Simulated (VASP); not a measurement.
# Mg in VASP: further runs

The runs below take Mg through single point, with PBE.

Everything below comes from runs of VASP 6.6.1. Logs are shortened: lines on timing, memory, paths and dates and some standing lists are left out, and cuts for length are marked.

### Step 1. The cell of the first run

The cell holds a sheet with vacuum, 2 atoms: a = 2.962 Å, b = 2.962 Å, c = 30.104 Å, α = 90.00°, β = 90.00°, γ = 90.00°.

The cell was generated, and may not be a known phase.

### Step 2. Single point, PBE

INCAR

```
SYSTEM = Mg
PREC = Accurate
ENCUT = 520
EDIFF = 1E-6
ISMEAR = 0
SIGMA = 0.1
LREAL = .False.
LASPH = .True.
NELM = 100
ALGO = Normal
ISIF = 2
LWAVE = .False.
LCHARG = .False.
LDIPOL = .True.
IDIPOL = 3
DIPOL = 0.5 0.5 0.282
GGA = PE
NBANDS = 9
```

KPOINTS

```
Automatic mesh
0
Gamma
  18 18 1
  0 0 0
```

POSCAR

```
Mg
1.0
    2.9622760460      0.0000000000      0.0000000000
    0.0000000000      2.9622760460      0.0000000000
    0.0000000000      0.0000000000     30.1037912955
Mg
2
Direct
    0.0000000000      0.0000000000      0.2309623807
    0.0000000000      0.0000000000      0.3337505431
```

Potentials or basis: VASP PAW PBE potentials, release 64 (Mg).

Run with:

```bash
> cat potpaw_PBE.64/Mg/POTCAR > POTCAR
> mpirun -np 1 vasp_std > vasp.out
```

OUTCAR:

```text
SYSTEM = Mg
   PREC = Accurate
   ENCUT = 520
   EDIFF = 1E-6
   ISMEAR = 0
   LREAL = .False.
   LASPH = .True.
   NELM = 100
   ISIF = 2
   GGA = PE

 ion  position               nearest neighbor table
   1  0.000  0.000  0.231-   2 3.09
   2  0.000  0.000  0.334-   1 3.09

  LATTYP: Found a simple tetragonal cell.
 ALAT       =     2.9622760460
 C/A-ratio  =    10.1623855536

  Lattice vectors:

 A1 = (   2.9622760460,   0.0000000000,   0.0000000000)
 A2 = (   0.0000000000,   2.9622760460,   0.0000000000)
 A3 = (   0.0000000000,   0.0000000000,  30.1037912955)

Analysis of symmetry for initial positions (statically):
=====================================================================
 Subroutine PRICEL returns:
 Original cell was already a primitive cell.

 Routine SETGRP: Setting up the symmetry group for a
 simple tetragonal supercell.

 Subroutine GETGRP returns: Found 16 space group operations
 (whereof  8 operations were pure point group operations)
 out of a pool of 16 trial point group operations.

The static configuration has the point symmetry C_4v.
 The point group associated with its full space group is D_4h.

Analysis of symmetry for dynamics (positions and initial velocities):
=====================================================================
 Subroutine PRICEL returns:
 Original cell was already a primitive cell.

 Routine SETGRP: Setting up the symmetry group for a
 simple tetragonal supercell.

 Subroutine GETGRP returns: Found 16 space group operations
 (whereof  8 operations were pure point group operations)
 out of a pool of 16 trial point group operations.

The dynamic configuration has the point symmetry C_4v.
 The point group associated with its full space group is D_4h.

 Subroutine INISYM returns: Found 16 space group operations
 (whereof  8 operations are pure point group operations),
 and found     1 'primitive' translations

----------------------------------------------------------------------------------------

                                     Primitive cell

  volume of cell :     264.1632

  direct lattice vectors                    reciprocal lattice vectors
     2.962276046  0.000000000  0.000000000     0.337578262  0.000000000  0.000000000
     0.000000000  2.962276046  0.000000000     0.000000000  0.337578262  0.000000000
     0.000000000  0.000000000 30.103791295     0.000000000  0.000000000  0.033218407

  length of vectors
     2.962276046  2.962276046 30.103791295     0.337578262  0.337578262  0.033218407

  position of ions in fractional coordinates (direct lattice)
     0.000000000  0.000000000  0.230962381
     0.000000000  0.000000000  0.333750543

  ion indices of the primitive-cell ions
   primitive index   ion index
                 1           1
                 2           2

----------------------------------------------------------------------------------------

 KPOINTS: Automatic mesh

Automatic generation of k-mesh.
 Grid dimensions read from file:
 generate k-points for:   18   18    1

 Generating k-lattice:

  Cartesian coordinates                     Fractional coordinates (reciprocal lattice)
     0.018754348  0.000000000  0.000000000     0.055555556  0.000000000  0.000000000
     0.000000000  0.018754348  0.000000000     0.000000000  0.055555556  0.000000000
     0.000000000  0.000000000  0.033218407     0.000000000  0.000000000  1.000000000

  Length of vectors
     0.018754348  0.018754348  0.033218407

  Shift w.r.t. Gamma in fractional coordinates (k-lattice)
     0.000000000  0.000000000  0.000000000

 Subroutine IBZKPT returns following result:
 ===========================================

 Found     55 irreducible k-points:

 Following reciprocal coordinates:
            Coordinates               Weight
  0.000000  0.000000  0.000000      1.000000
  0.055556  0.000000  0.000000      4.000000
  0.111111  0.000000  0.000000      4.000000
  0.166667  0.000000  0.000000      4.000000
  0.222222  0.000000  0.000000      4.000000
  0.277778  0.000000  0.000000      4.000000
[... 16 lines left out ...]
  0.277778  0.111111  0.000000      8.000000
  0.333333  0.111111  0.000000      8.000000
 [... further k-points ...]
   k-points           NKPTS =     55   k-points in BZ     NKDIM =     55   number of bands    NBANDS=      9
   number of dos      NEDOS =    301   number of ions     NIONS =      2
   total plane-waves  NPLWV = 129024
   dimension x,y,z NGX =    24 NGY =   24 NGZ =  224
   dimension x,y,z NGXF=    48 NGYF=   48 NGZF=  448
   ions per type =               2
   NGX,Y,Z   is equivalent  to a cutoff of  13.47, 13.47, 12.37 a.u.
   NGXF,Y,Z  is equivalent  to a cutoff of  26.94, 26.94, 24.74 a.u.
 SYSTEM =  Mg
   PREC   = accura    normal or accurate (medium, high low for compatibility)
   ISTART =      0    job   : 0-new  1-cont  2-samecut
   ICHARG =      2    charge: 1-file 2-atom 10-const
   ISPIN  =      1    spin polarized calculation?
   LNONCOLLINEAR =      F non collinear calculations
   LSORBIT =      F    spin-orbit coupling
   LASPH  =      T    aspherical Exc in radial PAW
   ENCUT  =  520.0 eV  38.22 Ry    6.18 a.u.   5.51  5.51 55.97*2*pi/ulx,y,z
   NELM   =    100;   NELMIN=  2; NELMDL= -5     # of ELM steps
   EDIFF  = 0.1E-05   stopping-criterion for ELM
   LREAL  =      F    real-space projection
   EDIFFG = 0.1E-04   stopping-criterion for IOM
   NSW    =      0    number of steps for IOM
   IBRION =     -1    ionic relax: 0-MD 1-quasi-New 2-CG
   NFREE  =      0    steps in history (QN), initial steepest desc. (CG)
   ISIF   =      2    stress and relaxation
   ISYM   =      2    0-nonsym 1-usesym 2-fastsym
   POTIM  = 0.5000    time-step for ionic-motion
   TEBEG  =    0.0;   TEEND  =   0.0 temperature during run
   PSTRESS=    0.0 pullay stress
   NELECT =       4.0000    total number of electrons
   NUPDOWN=      -1.0000    fix difference up-down
   EMIN   =  10.00;   EMAX   =-10.00  energy-range for DOS
   EFERMI =   0.00;   METHOD = LEGACY
   ISMEAR =     0;   SIGMA  =   0.10  broadening in eV -4-tet -1-fermi 0-gaus
   EFERMI_NEDOS =   21; number of points for ismear=-14 and -15
   IALGO  =     38    algorithm
   IMIX   =      4    mixing-type and parameters
     AMIX     =   0.40;   BMIX     =  1.00
     AMIX_MAG =   1.60;   BMIX_MAG =  1.00
  volume/ion in A,a.u.               =     132.08       891.33
  Fermi-wavevector in a.u.,A,eV,Ry     =   0.405015  0.765367  2.231857  0.164037
  Thomas-Fermi vector in A             =   1.357029
   LORBIT       =      0    0 simple, 1 ext, 2 COOP (PROOUT), +10 PAW based schemes
   GGA     = PE    functional components
   LHFCALC =     F    Hartree Fock is set to
   AEXX    =    0.0000 exact exchange contribution
   IVDW    =     0    specifies the selected vdW correction
   LEPSILON=     F    determine dielectric tensor
   LRPA    =     F    only Hartree local field effects (RPA)
 non-spin polarized calculation
 Gauss-broadening in eV      SIGMA  =   0.10
  energy-cutoff  :      520.00
  volume of cell :      264.16
 maximum number of plane-waves:      7207
 NGX is ok and might be reduce to    24
   NGX = 11   NGY = 11   NGZ =111

 dipolmoment           0.000000      0.000000     -0.000003 electrons x Angstroem

 number of electron       4.0000000 magnetization

 dipolmoment           0.000000      0.000000      0.000001 electrons x Angstroem

 Free energy of the ion-electron system (eV)
  ---------------------------------------------------
  ext. energy  EPLUGINS =         0.00000000
  ---------------------------------------------------
  free energy    TOTEN  =        -1.83679314 eV

  energy without entropy =       -1.83144741  energy(sigma->0) =       -1.83412027

 E-fermi :  -2.6111     XC(G=0):  -2.1447

 val. band max:       -2.6169097122   @ k =   0.1667   0.1667   0.0000
 cond. band min:      -2.6081707938   @ k =   0.5000   0.0000   0.0000
 fundamental gap:      0.0087389184
 Fermi energy:        -2.6110844986

 k-point     1 :       0.0000    0.0000    0.0000
  band No.  band energies     occupation
      1      -8.2314      2.00000
      2      -6.6054      2.00000
      3      -3.5116      2.00000
      4      -0.7874      0.00000
      5       0.7204      0.00000
      6       1.2425      0.00000
      7       1.2712      0.00000
      8       1.9611      0.00000
      9       2.0899      0.00000

 k-point     2 :       0.0556    0.0000    0.0000
  band No.  band energies     occupation
      1      -8.1786      2.00000
      2      -6.5526      2.00000
      3      -3.4618      2.00000
      4      -0.7364      0.00000
      5       0.7721      0.00000
      6       1.2949      0.00000
      7       1.3238      0.00000
      8       2.0133      0.00000
      9       2.1413      0.00000

 k-point     3 :       0.1111    0.0000    0.0000
  band No.  band energies     occupation
      1      -8.0203      2.00000
      2      -6.3942      2.00000
      3      -3.3124      2.00000
      4      -0.5835      0.00000
      5       0.9264      0.00000
      6       1.4521      0.00000
      7       1.4815      0.00000
      8       2.1701      0.00000
      9       2.2931      0.00000

 k-point     4 :       0.1667    0.0000    0.0000
  band No.  band energies     occupation
      1      -7.7571      2.00000
      2      -6.1311      2.00000
      3      -3.0640      2.00000
      4      -0.3302      0.00000
      5       1.1772      0.00000
      6       1.7135      0.00000
      7       1.7419      0.00000
      8       2.4304      0.00000
      9       2.5000      0.00000

 k-point     5 :       0.2222    0.0000    0.0000
  band No.  band energies     occupation
      1      -7.3898      2.00000
      2      -5.7642      2.00000
      3      -2.7173      1.86680
      4       0.0194      0.00000
      5       1.3622      0.00000
      6       1.7650      0.00000
      7       2.0754      0.00000
      8       2.1349      0.00000
      9       2.7790      0.00000

 k-point     6 :       0.2778    0.0000    0.0000
  band No.  band energies     occupation
      1      -6.9198      2.00000
      2      -5.2953      2.00000
      3      -2.2755      0.00000
      4       0.2944      0.00000
      5       0.4429      0.00000
      6       1.9317      0.00000
      7       2.0656      0.00000
      8       2.5742      0.00000
      9       2.5976      0.00000
[... 169 lines left out ...]
 k-point    21 :       0.1667    0.1111    0.0000
  band No.  band energies     occupation
      1      -7.5469      2.00000
      2      -5.9212      2.00000
      3      -2.8651      1.99967
      4      -0.1269      0.00000
      5       1.3838      0.00000
      6       1.9231      0.00000
      7       1.9526      0.00000
      8       2.6396      0.00000
      9       2.7061      0.00000

 k-point    22 :       0.2222    0.1111    0.0000
  band No.  band energies     occupation
      1      -7.1803      2.00000
      2      -5.5554      2.00000
      3      -2.5186      0.19089
      4       0.2222      0.00000
      5       1.5544      0.00000
      6       1.9349      0.00000
      7       2.2851      0.00000
      8       2.3397      0.00000
      9       2.9857      0.00000

 k-point    23 :       0.2778    0.1111    0.0000
  band No.  band energies     occupation
      1      -6.7113      2.00000
      2      -5.0877      2.00000
      3      -2.0772      0.00000
      4       0.4744      0.00000
      5       0.6450      0.00000
      6       2.0874      0.00000
      7       2.2651      0.00000
      8       2.7798      0.00000
      9       2.8063      0.00000

 k-point    24 :       0.3333    0.1111    0.0000
  band No.  band energies     occupation
      1      -6.1412      2.00000
      2      -4.5205      2.00000
      3      -1.5657      0.00000
      4      -0.6730      0.00000
      5       0.6920      0.00000
      6       1.4539      0.00000
      7       2.8275      0.00000
      8       3.3478      0.00000
      9       3.3849      0.00000

 [... further k-points ...]

------------------------ aborting loop because EDIFF is reached ----------------------------------------

 vacuum level on the upper side and lower side of the slab       (xc-potential included)        -0.007        -0.007

  FORCE on cell =-STRESS in cart. coord.  units (eV):
  Direction    XX          YY          ZZ          XY          YZ          ZX
  --------------------------------------------------------------------------------------
  -------------------------------------------------------------------------------------
  Total       -0.0169373     -0.0169373     -0.0092903      0.0000000      0.0000000     -0.0000000
  in kB       -0.1027267     -0.1027267     -0.0563468      0.0000000      0.0000000     -0.0000000
  external PRESSURE =      -0.0872667 kB  Pullay stress =       0.0000000 kB

 VOLUME and BASIS-vectors are now :
 -----------------------------------------------------------------------------
  energy-cutoff  :      520.00
  volume of cell :      264.16
      direct lattice vectors                 reciprocal lattice vectors
     2.962276046  0.000000000  0.000000000     0.337578262  0.000000000  0.000000000
     0.000000000  2.962276046  0.000000000     0.000000000  0.337578262  0.000000000
     0.000000000  0.000000000 30.103791295     0.000000000  0.000000000  0.033218407

 POSITION                                       TOTAL-FORCE (eV/Angst)
 -----------------------------------------------------------------------------------
      0.00000      0.00000      6.95284         0.000000     -0.000000      0.002878
      0.00000      0.00000     10.04716         0.000000      0.000000     -0.002878
 -----------------------------------------------------------------------------------
    total drift:                                0.000000     -0.000000      0.000004

  FREE ENERGIE OF THE ION-ELECTRON SYSTEM (eV)
  ---------------------------------------------------
  free  energy   TOTEN  =        -1.8367931397 eV

  energy  without entropy=       -1.8314474076  energy(sigma->0) =       -1.83412027

 vacuum level on the upper side and lower side of the slab         1.172         1.172
```

Run time: 77 s. Hardware: 1 thread of Intel Xeon Platinum 8488C (Sapphire Rapids), shared host; peak memory 0.38 GiB.

What came out:

| Item | Value |
| --- | --- |
| Free energy | -1.8368 eV |
| Band gap on the k mesh | zero (bands 2 and 3 overlap by 3.06 eV) |

Forces on the atoms (eV/Å):
```
Mg   0.000  0.000  0.003
Mg   0.000  0.000 -0.003
```

(Continued in part 2 of 2.)
